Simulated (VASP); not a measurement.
Wanted: the native input for a VASP 6.6.1 run.

```yaml
Task: single point
Functional: PBE
Potentials_or_basis: VASP PAW PBE potentials, release 64 (Mg_sv, O)
Cutoff: 840 eV
k_mesh: 7 × 7 × 7
Occupations: fermi-dirac, width 0.003 eV
Spin: no spin polarisation
Dipole_correction: no
Further_INCAR_settings: ALGO = Normal; EDIFF = 1e-06; NBANDS = 15
```

The structure of MgO lies in POSCAR:

```
MgO
1.0
    0.0000000000      2.1957500000      2.1957500000
    2.1957500000      0.0000000000      2.1957500000
    2.1957500000      2.1957500000      0.0000000000
Mg O
1 1
Direct
    0.0000000000      0.0000000000      0.0000000000
    0.5000000000      0.5000000000      0.5000000000
```

These files were run (other wordings do the same):

INCAR

```
PREC = Accurate ; ENCUT = 840
EDIFF = 1E-6 ; ISMEAR = -1
SIGMA = 0.003 ; LREAL = False
LASPH = True ; NELM = 120
ALGO = Normal ; ISIF = 2
LWAVE = False ; LCHARG = True
GGA = PE ; LELF = True
LVHAR = True ; NBANDS = 15
GGA_COMPAT = False
```

KPOINTS

```
regular mesh
0
Gamma
  7 7 7
```

Potentials or basis: VASP PAW PBE potentials, release 64 (Mg_sv, O).

The run is started by

```console
$ cat potpaw_PBE.64/Mg_sv/POTCAR potpaw_PBE.64/O/POTCAR > POTCAR
$ mpirun -np 1 vasp_std > vasp.out
```

Results of the run:

- Pressure: -11.8 GPa
- Band gap on the k mesh: 3.62 eV

Caveat: the cell stands under tension.

Run time: 13 s on 1 thread of Intel(R) Xeon(R) Platinum 8259CL CPU @ 2.50GHz (Skylake/Cascade Lake) (shared host), peak memory 0.16 GiB.
